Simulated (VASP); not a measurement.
# BAs (I-4m2) in VASP: a series of runs

Runs on BAs. Level: PBE. Tasks: single point, relaxation of the atoms.

Everything below comes from runs of VASP 6.6.1. Logs are shortened: lines on timing, memory, paths and dates and some standing lists are left out, and cuts for length are marked.

## 1. The cell of the first run

Symmetry: I-4m2, No. 119, tetragonal system. The conventional cell has a = 3.367 Å, b = 3.367 Å, c = 4.832 Å, α = 90.00°, β = 90.00°, γ = 90.00°. B (site symmetry -4m2) has 4 As at 2.07 Å within 2.7 Å. As (site symmetry -4m2) has 4 B at 2.07 Å within 2.7 Å.

## 2. Single point, PBE

The input, INCAR:

```
SYSTEM = BAs
PREC = Accurate
ENCUT = 500
EDIFF = 1E-6
ISMEAR = 0
SIGMA = 0.01
LREAL = .FALSE.
LASPH = .TRUE.
NELM = 120
ALGO = Normal
ISIF = 2
LWAVE = .FALSE.
LCHARG = .FALSE.
GGA = PE
NBANDS = 11
GGA_COMPAT = .FALSE.
```

The input, KPOINTS:

```
regular mesh
0
G
  8 8 8
  0 0 0
```

The input, POSCAR:

```
BAs
1.0
    0.0000000000      2.3805122038      2.4161691154
    2.3805122038      0.0000000000      2.4161691154
    2.3805122038      2.3805122038      0.0000000000
B As
1 1
Direct
    0.0000000000      0.0000000000      0.0000000000
    0.2500000000      0.2500000000      0.2500000000
```

Potentials or basis: VASP PAW PBE potentials, release 64 (B, As).

Run with:

```bash
$ cat potpaw_PBE.64/B/POTCAR potpaw_PBE.64/As/POTCAR > POTCAR
$ mpirun -np 1 vasp_std > vasp.out
```

OUTCAR:

```text
SYSTEM = BAs
   PREC = Accurate
   ENCUT = 500
   EDIFF = 1E-6
   ISMEAR = 0
   LREAL = .FALSE.
   LASPH = .TRUE.
   NELM = 120
   ISIF = 2
   GGA = PE

 ion  position               nearest neighbor table
   1  0.000  0.000  0.000-   2 2.07   2 2.07   2 2.07   2 2.07
   2  0.250  0.250  0.250-   1 2.07   1 2.07   1 2.07   1 2.07

  LATTYP: Found a body centered tetragonal cell.
 ALAT       =     3.3665526440
 C/A-ratio  =     1.4353966035

  Lattice vectors:

 A1 = (  -2.3805122038,   0.0000000000,   2.4161691154)
 A2 = (   2.3805122038,   0.0000000000,   2.4161691154)
 A3 = (   0.0000000000,   2.3805122038,  -2.4161691154)

Analysis of symmetry for initial positions (statically):
=====================================================================
 Subroutine PRICEL returns:
 Original cell was already a primitive cell.

 Routine SETGRP: Setting up the symmetry group for a
 body centered tetragonal supercell.

 Subroutine GETGRP returns: Found  8 space group operations
 (whereof  8 operations were pure point group operations)
 out of a pool of 16 trial point group operations.

The static configuration has the point symmetry D_2d.

Analysis of symmetry for dynamics (positions and initial velocities):
=====================================================================
 Subroutine PRICEL returns:
 Original cell was already a primitive cell.

 Routine SETGRP: Setting up the symmetry group for a
 body centered tetragonal supercell.

 Subroutine GETGRP returns: Found  8 space group operations
 (whereof  8 operations were pure point group operations)
 out of a pool of 16 trial point group operations.

The dynamic configuration has the point symmetry D_2d.

 Subroutine INISYM returns: Found  8 space group operations
 (whereof  8 operations are pure point group operations),
 and found     1 'primitive' translations

----------------------------------------------------------------------------------------

                                     Primitive cell

  volume of cell :      27.3841

  direct lattice vectors                    reciprocal lattice vectors
     0.000000000  2.380512204  2.416169115    -0.210038831  0.210038831  0.206939157
     2.380512204  0.000000000  2.416169115     0.210038831 -0.210038831  0.206939157
     2.380512204  2.380512204  0.000000000     0.210038831  0.210038831 -0.206939157

  length of vectors
     3.391859600  3.391859600  3.366552644     0.362017176  0.362017176  0.362017176

  position of ions in fractional coordinates (direct lattice)
     0.000000000  0.000000000  0.000000000
     0.250000000  0.250000000  0.250000000

  ion indices of the primitive-cell ions
   primitive index   ion index
                 1           1
                 2           2

----------------------------------------------------------------------------------------

 KPOINTS: regular mesh

Automatic generation of k-mesh.
 Grid dimensions read from file:
 generate k-points for:    8    8    8

 Generating k-lattice:

  Cartesian coordinates                     Fractional coordinates (reciprocal lattice)
    -0.026254854  0.026254854  0.025867395     0.125000000  0.000000000  0.000000000
     0.026254854 -0.026254854  0.025867395     0.000000000  0.125000000  0.000000000
     0.026254854  0.026254854 -0.025867395     0.000000000  0.000000000  0.125000000

  Length of vectors
     0.045252147  0.045252147  0.045252147

  Shift w.r.t. Gamma in fractional coordinates (k-lattice)
     0.000000000  0.000000000  0.000000000

 Subroutine IBZKPT returns following result:
 ===========================================

 Found     59 irreducible k-points:

 Following reciprocal coordinates:
            Coordinates               Weight
  0.000000  0.000000  0.000000      1.000000
  0.125000  0.000000  0.000000      8.000000
  0.250000  0.000000  0.000000      8.000000
  0.375000  0.000000  0.000000      8.000000
  0.500000  0.000000  0.000000      4.000000
  0.125000  0.125000  0.000000      2.000000
[... 16 lines left out ...]
  0.250000  0.000000  0.125000     16.000000
  0.375000  0.000000  0.125000     16.000000
 [... further k-points ...]
   k-points           NKPTS =     59   k-points in BZ     NKDIM =     59   number of bands    NBANDS=     11
   number of dos      NEDOS =    301   number of ions     NIONS =      2
   total plane-waves  NPLWV =  21952
   dimension x,y,z NGX =    28 NGY =   28 NGZ =   28
   dimension x,y,z NGXF=    56 NGYF=   56 NGZF=   56
   ions per type =               1   1
   NGX,Y,Z   is equivalent  to a cutoff of  13.72, 13.72, 13.83 a.u.
   NGXF,Y,Z  is equivalent  to a cutoff of  27.45, 27.45, 27.65 a.u.
 SYSTEM =  BAs
   PREC   = accura    normal or accurate (medium, high low for compatibility)
   ISTART =      0    job   : 0-new  1-cont  2-samecut
   ICHARG =      2    charge: 1-file 2-atom 10-const
   ISPIN  =      1    spin polarized calculation?
   LNONCOLLINEAR =      F non collinear calculations
   LSORBIT =      F    spin-orbit coupling
   LASPH  =      T    aspherical Exc in radial PAW
   ENCUT  =  500.0 eV  36.75 Ry    6.06 a.u.   6.18  6.18  6.14*2*pi/ulx,y,z
   NELM   =    120;   NELMIN=  2; NELMDL= -5     # of ELM steps
   EDIFF  = 0.1E-05   stopping-criterion for ELM
   LREAL  =      F    real-space projection
   EDIFFG = 0.1E-04   stopping-criterion for IOM
   NSW    =      0    number of steps for IOM
   IBRION =     -1    ionic relax: 0-MD 1-quasi-New 2-CG
   NFREE  =      0    steps in history (QN), initial steepest desc. (CG)
   ISIF   =      2    stress and relaxation
   ISYM   =      2    0-nonsym 1-usesym 2-fastsym
   POTIM  = 0.5000    time-step for ionic-motion
   TEBEG  =    0.0;   TEEND  =   0.0 temperature during run
   PSTRESS=    0.0 pullay stress
   NELECT =       8.0000    total number of electrons
   NUPDOWN=      -1.0000    fix difference up-down
   EMIN   =  10.00;   EMAX   =-10.00  energy-range for DOS
   EFERMI =   0.00;   METHOD = LEGACY
   ISMEAR =     0;   SIGMA  =   0.01  broadening in eV -4-tet -1-fermi 0-gaus
   EFERMI_NEDOS =   21; number of points for ismear=-14 and -15
   IALGO  =     38    algorithm
   IMIX   =      4    mixing-type and parameters
     AMIX     =   0.40;   BMIX     =  1.00
     AMIX_MAG =   1.60;   BMIX_MAG =  1.00
  volume/ion in A,a.u.               =      13.69        92.40
  Fermi-wavevector in a.u.,A,eV,Ry     =   1.086272  2.052757 16.054710  1.179988
  Thomas-Fermi vector in A             =   2.222405
   LORBIT       =      0    0 simple, 1 ext, 2 COOP (PROOUT), +10 PAW based schemes
   GGA     = PE    functional components
   LHFCALC =     F    Hartree Fock is set to
   AEXX    =    0.0000 exact exchange contribution
   IVDW    =     0    specifies the selected vdW correction
   LEPSILON=     F    determine dielectric tensor
   LRPA    =     F    only Hartree local field effects (RPA)
 non-spin polarized calculation
 Gauss-broadening in eV      SIGMA  =   0.01
  energy-cutoff  :      500.00
  volume of cell :       27.38
 maximum number of plane-waves:       717
 NGX is ok and might be reduce to    28
   NGX = 13   NGY = 13   NGZ = 13

 number of electron       8.0000000 magnetization

 Free energy of the ion-electron system (eV)
  ---------------------------------------------------
  ext. energy  EPLUGINS =         0.00000000
  ---------------------------------------------------
  free energy    TOTEN  =       -11.40388938 eV

  energy without entropy =      -11.40388938  energy(sigma->0) =      -11.40388938

 E-fermi :   6.2167     XC(G=0): -10.5632

 val. band max:        6.1230977561   @ k =   0.0000   0.0000   0.0000
 cond. band min:       7.2045487649   @ k =   0.3750   0.0000   0.3750
 fundamental gap:      1.0814510088
 Fermi energy:         6.2166765437

 k-point     1 :       0.0000    0.0000    0.0000
  band No.  band energies     occupation
      1      -9.2832      2.00000
      2       5.9769      2.00000
      3       6.1231      2.00000
      4       6.1231      2.00000
      5       9.3139      0.00000
      6       9.3139      0.00000
      7       9.4095      0.00000
      8      10.6972      0.00000
      9      15.6346      0.00000
     10      18.7910      0.00000
     11      19.2087      0.00000

 k-point     2 :       0.1250    0.0000    0.0000
  band No.  band energies     occupation
      1      -9.0283      2.00000
      2       4.1127      2.00000
      3       5.5853      2.00000
      4       5.6931      2.00000
      5       9.4399      0.00000
      6       9.8953      0.00000
      7       9.9520      0.00000
      8      11.9858      0.00000
      9      16.5764      0.00000
     10      17.5280      0.00000
     11      17.8168      0.00000

 k-point     3 :       0.2500    0.0000    0.0000
  band No.  band energies     occupation
      1      -8.2863      2.00000
      2       1.1507      2.00000
      3       4.8616      2.00000
      4       5.0006      2.00000
      5       9.1060      0.00000
      6      10.7110      0.00000
      7      10.7259      0.00000
      8      13.9391      0.00000
      9      17.1583      0.00000
     10      17.3440      0.00000
     11      17.4308      0.00000

 k-point     4 :       0.3750    0.0000    0.0000
  band No.  band energies     occupation
      1      -7.1856      2.00000
      2      -1.4183      2.00000
      3       4.3502      2.00000
      4       4.5168      2.00000
      5       8.8240      0.00000
      6      10.8578      0.00000
      7      10.9467      0.00000
      8      14.8881      0.00000
      9      17.8423      0.00000
     10      18.7018      0.00000
     11      18.7939      0.00000

 k-point     5 :       0.5000    0.0000    0.0000
  band No.  band energies     occupation
      1      -6.4285      2.00000
      2      -2.6795      2.00000
      3       4.1725      2.00000
      4       4.3499      2.00000
      5       8.7248      0.00000
      6      10.8018      0.00000
      7      10.9102      0.00000
      8      14.9320      0.00000
      9      18.7460      0.00000
     10      20.5327      0.00000
     11      20.6953      0.00000
[... 211 lines left out ...]
 k-point    21 :       0.5000    0.5000    0.0000
  band No.  band energies     occupation
      1      -5.1988      2.00000
      2      -2.5084      2.00000
      3       2.1082      2.00000
      4       2.1082      2.00000
      5       7.6204      0.00000
      6       7.6453      0.00000
      7      17.3840      0.00000
      8      17.3840      0.00000
      9      18.7948      0.00000
     10      23.2526      0.00000
     11      23.8745      0.00000

 k-point    22 :       0.1250    0.0000    0.1250
  band No.  band energies     occupation
      1      -8.9396      2.00000
      2       4.6682      2.00000
      3       4.8466      2.00000
      4       4.9387      2.00000
      5       8.6078      0.00000
      6      10.7862      0.00000
      7      10.9716      0.00000
      8      11.6555      0.00000
      9      16.3041      0.00000
     10      16.9644      0.00000
     11      19.2586      0.00000

 k-point    23 :       0.2500    0.0000    0.1250
  band No.  band energies     occupation
      1      -8.3539      2.00000
      2       2.1165      2.00000
      3       4.1446      2.00000
      4       4.4699      2.00000
      5       8.8585      0.00000
      6      10.9463      0.00000
      7      11.9089      0.00000
      8      12.5683      0.00000
      9      16.2859      0.00000
     10      18.3772      0.00000
     11      18.9570      0.00000

 k-point    24 :       0.3750    0.0000    0.1250
  band No.  band energies     occupation
      1      -7.3486      2.00000
      2      -0.5344      2.00000
      3       3.6654      2.00000
      4       3.7738      2.00000
      5       9.2032      0.00000
      6      11.0225      0.00000
      7      12.1219      0.00000
      8      13.3938      0.00000
      9      17.4467      0.00000
     10      18.9786      0.00000
     11      19.9184      0.00000

 [... further k-points ...]

------------------------ aborting loop because EDIFF is reached ----------------------------------------

  FORCE on cell =-STRESS in cart. coord.  units (eV):
  Direction    XX          YY          ZZ          XY          YZ          ZX
  --------------------------------------------------------------------------------------
  -------------------------------------------------------------------------------------
  Total        0.6442462      0.6442462      0.1114242      0.0000000      0.0000000      0.0000000
  in kB       37.6933129     37.6933129      6.5191620      0.0000000      0.0000000      0.0000000
  external PRESSURE =      27.3019293 kB  Pullay stress =       0.0000000 kB

 VOLUME and BASIS-vectors are now :
 -----------------------------------------------------------------------------
  energy-cutoff  :      500.00
  volume of cell :       27.38
      direct lattice vectors                 reciprocal lattice vectors
     0.000000000  2.380512204  2.416169115    -0.210038831  0.210038831  0.206939157
     2.380512204  0.000000000  2.416169115     0.210038831 -0.210038831  0.206939157
     2.380512204  2.380512204  0.000000000     0.210038831  0.210038831 -0.206939157

 POSITION                                       TOTAL-FORCE (eV/Angst)
 -----------------------------------------------------------------------------------
      0.00000      0.00000      0.00000         0.000000      0.000000      0.000000
      1.19026      1.19026      1.20808        -0.000000     -0.000000     -0.000000
 -----------------------------------------------------------------------------------
    total drift:                               -0.000000     -0.000000     -0.000000

  FREE ENERGIE OF THE ION-ELECTRON SYSTEM (eV)
  ---------------------------------------------------
  free  energy   TOTEN  =       -11.4038893770 eV

  energy  without entropy=      -11.4038893770  energy(sigma->0) =      -11.40388938
```

Run time: 33 s. Hardware: 1 thread of Intel Xeon 8259CL, shared host; peak memory 0.16 GiB.

Results:

| Item | Value |
| --- | --- |
| Free energy | -11.4039 eV |
| Pressure | 2.7 GPa |
| Band gap on the k mesh | 1.08 eV (least direct gap 3.19 eV) |

A k mesh can miss the band edges.

[end of part 1 of 2]
